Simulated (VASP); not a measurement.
# KBr3 (P4_2/nmc) in VASP: single point with PBE

Aim: the single point of KBr3 with PBE.

Everything below comes from runs of VASP 6.6.1. Logs are shortened: lines on timing, memory, paths and dates and some standing lists are left out, and cuts for length are marked.

## (1) The cell of the first run

It takes space group P4_2/nmc (No. 137, tetragonal). The conventional cell has a = 4.786 Å, b = 4.786 Å, c = 10.896 Å, α = 90.00°, β = 90.00°, γ = 90.00°. Within 4.0 Å of K (site symmetry -4m2) lie 8 Br at 3.06 to 3.38 Å. Br (site symmetry -4m2) has 4 Br at 3.06 Å and 4 K at 3.38 Å within 4.0 Å. Br (site symmetry 2mm) has 2 K at 3.06 Å and 6 Br at 3.06 to 3.75 Å within 4.0 Å.

## (2) Single point, PBE

Contents of INCAR:

```
SYSTEM = KBr3
PREC = Accurate
ENCUT = 520
EDIFF = 1E-6
ISMEAR = 0
SIGMA = 0.1
LREAL = .FALSE.
LASPH = .TRUE.
NELM = 80
ALGO = Normal
ISIF = 2
LWAVE = .FALSE.
LCHARG = .FALSE.
GGA = PE
NBANDS = 40
```

Contents of KPOINTS:

```
Automatic mesh
0
G
  4 4 2
  0 0 0
```

Contents of POSCAR:

```
KBr3
1.0
    4.7858664500      0.0000000000      0.0000000000
    0.0000000000      4.7858664500      0.0000000000
    0.0000000000      0.0000000000     10.8963748400
K Br
2 6
Direct
    0.0000000000      0.0000000000      0.0000000000
    0.5000000000      0.5000000000      0.5000000000
    0.0000000000      0.0000000000      0.5000000000
    0.5000000000      0.5000000000      0.0000000000
    0.0000000000      0.5000000000      0.1753643400
    0.5000000000      0.0000000000      0.8246356600
    0.5000000000      0.0000000000      0.3246356600
    0.0000000000      0.5000000000      0.6753643400
```

Potentials or basis: VASP PAW PBE potentials, release 64 (K_sv, Br).

Run with:

```console
> cat potpaw_PBE.64/K_sv/POTCAR potpaw_PBE.64/Br/POTCAR > POTCAR
> mpirun -np 1 vasp_std > vasp.out
```

OUTCAR:

```text
SYSTEM = KBr3
   PREC = Accurate
   ENCUT = 520
   EDIFF = 1E-6
   ISMEAR = 0
   LREAL = .FALSE.
   LASPH = .TRUE.
   NELM = 80
   ISIF = 2
   GGA = PE

 ion  position               nearest neighbor table
   1  0.000  0.000  0.000-   5 3.06   6 3.06   5 3.06   6 3.06
   2  0.500  0.500  0.500-   7 3.06   8 3.06   7 3.06   8 3.06
   3  0.000  0.000  0.500-
   4  0.500  0.500  0.000-
   5  0.000  0.500  0.175-   1 3.06   1 3.06
   6  0.500  0.000  0.825-   1 3.06   1 3.06
   7  0.500  0.000  0.325-   2 3.06   2 3.06
   8  0.000  0.500  0.675-   2 3.06   2 3.06

  LATTYP: Found a simple tetragonal cell.
 ALAT       =     4.7858664500
 C/A-ratio  =     2.2767820527

  Lattice vectors:

 A1 = (   4.7858664500,   0.0000000000,   0.0000000000)
 A2 = (   0.0000000000,   4.7858664500,   0.0000000000)
 A3 = (   0.0000000000,   0.0000000000,  10.8963748400)

Analysis of symmetry for initial positions (statically):
=====================================================================
 Subroutine PRICEL returns:
 Original cell was already a primitive cell.

 Routine SETGRP: Setting up the symmetry group for a
 simple tetragonal supercell.

 Subroutine GETGRP returns: Found 16 space group operations
 (whereof  8 operations were pure point group operations)
 out of a pool of 16 trial point group operations.

The static configuration has the point symmetry D_2d.
 The point group associated with its full space group is D_4h.

Analysis of symmetry for dynamics (positions and initial velocities):
=====================================================================
 Subroutine PRICEL returns:
 Original cell was already a primitive cell.

 Routine SETGRP: Setting up the symmetry group for a
 simple tetragonal supercell.

 Subroutine GETGRP returns: Found 16 space group operations
 (whereof  8 operations were pure point group operations)
 out of a pool of 16 trial point group operations.

The dynamic configuration has the point symmetry D_2d.
 The point group associated with its full space group is D_4h.

 Subroutine INISYM returns: Found 16 space group operations
 (whereof  8 operations are pure point group operations),
 and found     1 'primitive' translations

----------------------------------------------------------------------------------------

                                     Primitive cell

  volume of cell :     249.5762

  direct lattice vectors                    reciprocal lattice vectors
[... 92 lines left out ...]
   ISIF   =      2    stress and relaxation
   ISYM   =      2    0-nonsym 1-usesym 2-fastsym
   POTIM  = 0.5000    time-step for ionic-motion
   TEBEG  =    0.0;   TEEND  =   0.0 temperature during run
   PSTRESS=    0.0 pullay stress
   NELECT =      60.0000    total number of electrons
   NUPDOWN=      -1.0000    fix difference up-down
   EMIN   =  10.00;   EMAX   =-10.00  energy-range for DOS
   EFERMI =   0.00;   METHOD = LEGACY
   ISMEAR =     0;   SIGMA  =   0.10  broadening in eV -4-tet -1-fermi 0-gaus
   EFERMI_NEDOS =   21; number of points for ismear=-14 and -15
   IALGO  =     38    algorithm
   IMIX   =      4    mixing-type and parameters
     AMIX     =   0.40;   BMIX     =  1.00
     AMIX_MAG =   1.60;   BMIX_MAG =  1.00
  volume/ion in A,a.u.               =      31.20       210.53
  Fermi-wavevector in a.u.,A,eV,Ry     =   1.017945  1.923637 14.098512  1.036211
  Thomas-Fermi vector in A             =   2.151374
   LORBIT       =      0    0 simple, 1 ext, 2 COOP (PROOUT), +10 PAW based schemes
   GGA     = PE    functional components
   LHFCALC =     F    Hartree Fock is set to
   AEXX    =    0.0000 exact exchange contribution
   IVDW    =     0    specifies the selected vdW correction
   LEPSILON=     F    determine dielectric tensor
   LRPA    =     F    only Hartree local field effects (RPA)
 non-spin polarized calculation
 Gauss-broadening in eV      SIGMA  =   0.10
  energy-cutoff  :      520.00
  volume of cell :      249.58
 maximum number of plane-waves:      6768
 NGX is ok and might be reduce to    36
   NGX = 17   NGY = 17   NGZ = 41

 number of electron      59.9999980 magnetization

 Free energy of the ion-electron system (eV)
  ---------------------------------------------------
  ext. energy  EPLUGINS =         0.00000000
  ---------------------------------------------------
  free energy    TOTEN  =       -15.46707521 eV

  energy without entropy =      -15.37845065  energy(sigma->0) =      -15.42276293

 E-fermi :   0.0262     XC(G=0):  -8.1507

 val. band max:        0.0248222003   @ k =   0.2500   0.2500   0.0000
 cond. band min:       0.0483353774   @ k =   0.5000   0.5000   0.0000
 fundamental gap:      0.0235131771
 Fermi energy:         0.0261947101

 k-point     1 :       0.0000    0.0000    0.0000
  band No.  band energies     occupation
      1     -28.3305      2.00000
      2     -28.3303      2.00000
      3     -14.5709      2.00000
      4     -14.4076      2.00000
      5     -13.8846      2.00000
      6     -13.5015      2.00000
[... 505 lines left out ...]
     39       8.0350      0.00000
     40       8.0350      0.00000

------------------------ aborting loop because EDIFF is reached ----------------------------------------

  FORCE on cell =-STRESS in cart. coord.  units (eV):
  Direction    XX          YY          ZZ          XY          YZ          ZX
  --------------------------------------------------------------------------------------
  -------------------------------------------------------------------------------------
  Total        5.6007311      5.6007311      5.2863713      0.0000000      0.0000000      0.0000000
  in kB       35.9544060     35.9544060     33.9363444      0.0000000      0.0000000      0.0000000
  external PRESSURE =      35.2817188 kB  Pullay stress =       0.0000000 kB

 VOLUME and BASIS-vectors are now :
 -----------------------------------------------------------------------------
  energy-cutoff  :      520.00
  volume of cell :      249.58
      direct lattice vectors                 reciprocal lattice vectors
     4.785866450  0.000000000  0.000000000     0.208948580  0.000000000  0.000000000
     0.000000000  4.785866450  0.000000000     0.000000000  0.208948580  0.000000000
     0.000000000  0.000000000 10.896374840     0.000000000  0.000000000  0.091773642

 POSITION                                       TOTAL-FORCE (eV/Angst)
 -----------------------------------------------------------------------------------
      0.00000      0.00000      0.00000         0.000000      0.000000      0.000000
      2.39293      2.39293      5.44819         0.000000     -0.000000      0.000000
      0.00000      0.00000      5.44819         0.000000     -0.000000      0.000000
      2.39293      2.39293      0.00000         0.000000      0.000000      0.000000
      0.00000      2.39293      1.91084         0.000000      0.000000      0.694324
      2.39293      0.00000      8.98554         0.000000      0.000000     -0.694324
      2.39293      0.00000      3.53735        -0.000000      0.000000     -0.694324
      0.00000      2.39293      7.35902        -0.000000     -0.000000      0.694324
 -----------------------------------------------------------------------------------
    total drift:                                0.000000      0.000000      0.000000

  FREE ENERGIE OF THE ION-ELECTRON SYSTEM (eV)
  ---------------------------------------------------
  free  energy   TOTEN  =       -15.4670752123 eV

  energy  without entropy=      -15.3784506526  energy(sigma->0) =      -15.42276293
```

It took 91 s on 1 thread of Intel Xeon Platinum 8375C at 2.90GHz (Ice Lake), shared host; peak memory 0.35 GiB.

Results:

```yaml
Free_energy: -15.4671 eV
Pressure: 3.5 GPa
Largest_force: 0.694 eV/Å
Band_gap_on_the_k_mesh: zero (bands 30 and 31 overlap by 0.06 eV)
```

Forces in eV/Å, atoms in the order of the input:
```
K    0.000  0.000  0.000
K    0.000  0.000  0.000
Br   0.000  0.000  0.000
Br   0.000  0.000  0.000
Br   0.000  0.000  0.694
Br   0.000  0.000 -0.694
Br   0.000  0.000 -0.694
Br   0.000  0.000  0.694
```

Caveat: the cell stands under pressure.
